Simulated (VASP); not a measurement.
Crystal: Sn.

```
Sn
1.0
    -2.94014    2.94014    1.59930
     2.94014   -2.94014    1.59930
     2.94014    2.94014   -1.59930
Sn
2
Direct
  0.00000 0.00000 0.00000
  0.75000 0.25000 0.50000
```

| Item | Value |
| --- | --- |
| Program | VASP 6.6.1 |
| Task | relaxation of cell and atoms |
| Functional | PBEsol |
| Dispersion | D4 |
| Potentials or basis | VASP PAW PBE potentials, release 64 (Sn_d) |
| Cutoff | 600 eV |
| k mesh | 9 × 9 × 9 |
| Occupations | fermi-dirac, width 0.05 eV |
| Spin | no spin polarisation |

At the start: pressure -2.8 GPa; volume 27.65 Å³/atom.

Task: How do energy, volume and symmetry change on relaxing?

Result: Over 8 steps the energy falls by 13.5 meV/atom and the volume is 26.19 Å³/atom (-5.3 %); space group I4_1/amd (No. 141, to 0.05 Å).

Step by step:
| step | energy change (eV) | largest force (eV/Å) | pressure (GPa) | volume (Å³) |
| --- | --- | --- | --- | --- |
| 1 | 0.0000 | 0.0000 | -2.82 | 55.30 |
| 2 | -0.0237 | 0.0000 | 1.15 | 51.49 |
| 3 | -0.0268 | 0.0000 | 0.02 | 52.42 |
| 4 | -0.0268 | 0.0000 | -0.07 | 52.47 |
| 5 | -0.0270 | 0.0000 | -0.07 | 52.47 |
| 6 | -0.0271 | 0.0000 | -0.07 | 52.47 |
| 7 | -0.0271 | 0.0000 | -0.06 | 52.47 |
| 8 | -0.0271 | 0.0000 | 0.06 | 52.39 |

Final structure:
```
Sn
1.0
    -2.89514    2.89514    1.56250
     2.89514   -2.89514    1.56250
     2.89514    2.89514   -1.56250
Sn
2
Direct
  0.00000 0.00000 0.00000
  0.75000 0.25000 0.50000
```

Caveat: the PAW data sets were made with another functional, which shifts forces and pressure a little; pairwise dispersion overbinds metals, which lowers pressure and volume.
